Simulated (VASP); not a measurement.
# Ni in VASP: single point with PBE

Aim: the single point of Ni with PBE.

Program: VASP 6.6.1. These are calculated values, not measurements. Logs are shortened: lines on timing, memory, paths and dates and some standing lists are left out, and cuts for length are marked.

## 1. The cell of the first run

The cell holds a slab with vacuum, 1 atom: a = 2.488 Å, b = 3.519 Å, c = 16.000 Å, α = 90.00°, β = 90.00°, γ = 90.00°.

## 2. Single point, PBE, collinear spin, ferromagnetic start

File POSCAR:

```
Ni
1.0
    2.4880369258      0.0000000000      0.0000000000
    0.0000000000      3.5186155641      0.0000000000
    0.0000000000      0.0000000000     16.0000000000
Ni
1
Direct
    0.0000000000      0.0000000000      0.5000000000
```

File INCAR.step1:

```
ALGO = Normal ; DIPOL = 0.5 0.5 0.500
EDIFF = 1E-6 ; ENCUT = 520
GGA = PE ; IDIPOL = 3
ISIF = 2 ; ISMEAR = -1
ISPIN = 2 ; LASPH = T
LCHARG = T ; LDIPOL = T
LMAXMIX = 4 ; LREAL = F
LWAVE = F ; MAGMOM = 1
NBANDS = 15 ; NELM = 150
PREC = Accurate ; SIGMA = 0.05
```

File KPOINTS.step1:

```
k-points
0
Gamma
  15 10 1
```

File INCAR.step2:

```
ALGO = Normal ; DIPOL = 0.5 0.5 0.500
EDIFF = 1E-6 ; ENCUT = 520
GGA = PE ; ICHARG = 11
IDIPOL = 3 ; ISIF = 2
ISMEAR = -5 ; ISPIN = 2
LASPH = T ; LCHARG = F
LDIPOL = T ; LMAXMIX = 4
LORBIT = 11 ; LREAL = F
LWAVE = F ; MAGMOM = 1
NEDOS = 1001 ; NELM = 150
PREC = Accurate ; SIGMA = 0.05
```

File KPOINTS.step2:

```
k-points
0
Gamma
  23 15 1
```

Potentials or basis: VASP PAW PBE potentials, release 64 (Ni).

On the command line:

```sh
$ cat potpaw_PBE.64/Ni/POTCAR > POTCAR
$ cp INCAR.step1 INCAR
$ cp KPOINTS.step1 KPOINTS
$ mpirun -np 1 vasp_std > vasp.out
$ cp INCAR.step2 INCAR
$ cp KPOINTS.step2 KPOINTS
$ mpirun -np 1 vasp_std > vasp.out
```

OUTCAR:

```text
EDIFF = 1E-6
   ENCUT = 520
   GGA = PE
   ICHARG = 11
   ISIF = 2
   ISMEAR = -5
   ISPIN = 2
   LASPH = T
   LORBIT = 11
   LREAL = F
   NELM = 150
   PREC = Accurate

 ion  position               nearest neighbor table
   1  0.000  0.000  0.500-

  LATTYP: Found a simple orthorhombic cell.
 ALAT       =     2.4880369258
 B/A-ratio  =     1.4142135624
 C/A-ratio  =     6.4307727245

  Lattice vectors:

 A1 = (   2.4880369258,   0.0000000000,   0.0000000000)
 A2 = (   0.0000000000,   3.5186155641,   0.0000000000)
 A3 = (   0.0000000000,   0.0000000000,  16.0000000000)

Analysis of symmetry for initial positions (statically):
=====================================================================
 Subroutine PRICEL returns:
 Original cell was already a primitive cell.

 Routine SETGRP: Setting up the symmetry group for a
 simple orthorhombic supercell.

 Subroutine GETGRP returns: Found  8 space group operations
 (whereof  8 operations were pure point group operations)
 out of a pool of  8 trial point group operations.

The static configuration has the point symmetry D_2h.

Analysis of symmetry for dynamics (positions and initial velocities):
=====================================================================
 Subroutine PRICEL returns:
 Original cell was already a primitive cell.

 Routine SETGRP: Setting up the symmetry group for a
 simple orthorhombic supercell.

 Subroutine GETGRP returns: Found  8 space group operations
 (whereof  8 operations were pure point group operations)
 out of a pool of  8 trial point group operations.

The dynamic configuration has the point symmetry D_2h.

Analysis of structural, dynamic, and magnetic symmetry:
=====================================================================
 Subroutine PRICEL returns:
 Original cell was already a primitive cell.

 Routine SETGRP: Setting up the symmetry group for a
 simple orthorhombic supercell.

 Subroutine GETGRP returns: Found  8 space group operations
 (whereof  8 operations were pure point group operations)
 out of a pool of  8 trial point group operations.

The overall configuration has the point symmetry D_2h.

 Subroutine INISYM returns: Found  8 space group operations
 (whereof  8 operations are pure point group operations),
 and found     1 'primitive' translations

----------------------------------------------------------------------------------------

                                     Primitive cell

  volume of cell :     140.0711

[... 129 lines left out ...]

 Free energy of the ion-electron system (eV)
  ---------------------------------------------------
  ext. energy  EPLUGINS =         0.00000000
  ---------------------------------------------------
  free energy    TOTEN  =        -2.75483925 eV

  energy without entropy =       -2.75483925  energy(sigma->0) =       -2.75483925

 E-fermi :  -3.7249     XC(G=0):  -2.3324

 val. band max:       -3.7076391350   @ k =   0.0870   0.4667   0.0000
 cond. band min:      -3.7307694364   @ k =   0.2609   0.3333   0.0000
 fundamental gap:     -0.0231303013
 Fermi energy:        -3.7248793848

 spin component 1

 k-point     1 :       0.0000    0.0000    0.0000
  band No.  band energies     occupation
      1      -7.3562      1.00000
      2      -5.8458      1.00000
      3      -5.3474      1.00000
      4      -4.7933      1.00000
      5      -4.7660      1.00000
      6      -4.6335      1.00000
      7      -1.8400      0.00000
      8       0.8639      0.00000
      9       1.7446      0.00000
     10       1.9687      0.00000
[... 287 lines left out ...]
 k-point    24 :       0.4783    0.0667    0.0000
  band No.  band energies     occupation
      1      -5.8586      1.00000
      2      -5.8454      1.00000
      3      -5.1749      1.00000
      4      -4.7801      1.00000
      5      -4.5903      1.00000
      6      -1.2121      0.00000
      7       0.9172      0.00000
      8       3.7966      0.00000
      9       5.6973      0.00000
     10       6.4160      0.00000

 [... further k-points ...]

 spin component 2

 k-point     1 :       0.0000    0.0000    0.0000
  band No.  band energies     occupation
      1      -7.1031      1.00000
      2      -5.1027      1.00000
      3      -4.1700      1.00000
      4      -4.0548      1.00000
      5      -3.4929      0.00000
      6      -3.3646      0.00000
      7      -1.7678      0.00000
      8       0.8820      0.00000
      9       1.7298      0.00000
     10       2.0471      0.00000
[... 287 lines left out ...]
 k-point    24 :       0.4783    0.0667    0.0000
  band No.  band energies     occupation
      1      -4.8773      1.00000
      2      -4.5953      1.00000
      3      -4.0491      1.00000
      4      -3.9511      1.00000
      5      -3.6131      0.00000
      6      -1.1497      0.00000
      7       1.2654      0.00000
      8       3.9535      0.00000
      9       5.7568      0.00000
     10       6.4157      0.00000

 [... further k-points ...]

------------------------ aborting loop because EDIFF is reached ----------------------------------------

 vacuum level on the upper side and lower side of the slab       (xc-potential included)        -0.098        -0.098

  FORCE on cell =-STRESS in cart. coord.  units (eV):
  Direction    XX          YY          ZZ          XY          YZ          ZX
  --------------------------------------------------------------------------------------
  -------------------------------------------------------------------------------------
  Total       -2.3775569     -1.6679333      0.3043560      0.0000000      0.0000000      0.0000000
  in kB      -27.1952390    -19.0783421      3.4813195      0.0000000      0.0000000      0.0000000
  external PRESSURE =     -14.2640872 kB  Pullay stress =       0.0000000 kB

 VOLUME and BASIS-vectors are now :
 -----------------------------------------------------------------------------
  energy-cutoff  :      520.00
  volume of cell :      140.07
      direct lattice vectors                 reciprocal lattice vectors
     2.488036926  0.000000000  0.000000000     0.401923295  0.000000000  0.000000000
     0.000000000  3.518615564  0.000000000     0.000000000  0.284202688  0.000000000
     0.000000000  0.000000000 16.000000000     0.000000000  0.000000000  0.062500000

 POSITION                                       TOTAL-FORCE (eV/Angst)
 -----------------------------------------------------------------------------------
      0.00000      0.00000      8.00000         0.000000      0.000000      0.000000
 -----------------------------------------------------------------------------------
    total drift:                               -0.000000      0.000000      0.000000

  FREE ENERGIE OF THE ION-ELECTRON SYSTEM (eV)
  ---------------------------------------------------
  free  energy   TOTEN  =        -2.7548392511 eV

  energy  without entropy=       -2.7548392511  energy(sigma->0) =       -2.75483925

 vacuum level on the upper side and lower side of the slab         1.078         1.078

 total charge

# of ion       s       p       d       tot
------------------------------------------
    1        0.430   0.094   8.286   8.809

 magnetization (x)

# of ion       s       p       d       tot
------------------------------------------
    1        0.028  -0.005   1.071   1.094
```

It took 8.1 min on 1 thread of Oxide Virtual Turin-like, shared host; peak memory 0.39 GiB.

What came out:

```yaml
Net_moment: 1.10 μB per cell
Site_moments: Ni +1.09 μB
Valence_electrons_inside_the_program's_atomic_spheres: Ni 8.81
```

Levels at points of the mesh, in eV from the Fermi level:
Spin up:
| k point | band 2 | band 3 | band 4 | band 5 | band 6 | band 7 | band 8 | band 9 | band 10 |
| --- | --- | --- | --- | --- | --- | --- | --- | --- | --- |
| (0.00, 0.00, 0.00) | -2.12 | -1.62 | -1.07 | -1.04 | -0.91 | 1.88 | 4.59 | 5.47 | 5.69 |
Spin down:
```tsv
k point	band 1	band 2	band 3	band 4	band 5	band 6	band 7	band 8
(0.00, 0.00, 0.00)	-3.38	-1.38	-0.45	-0.33	0.23	0.36	1.96	4.61
```
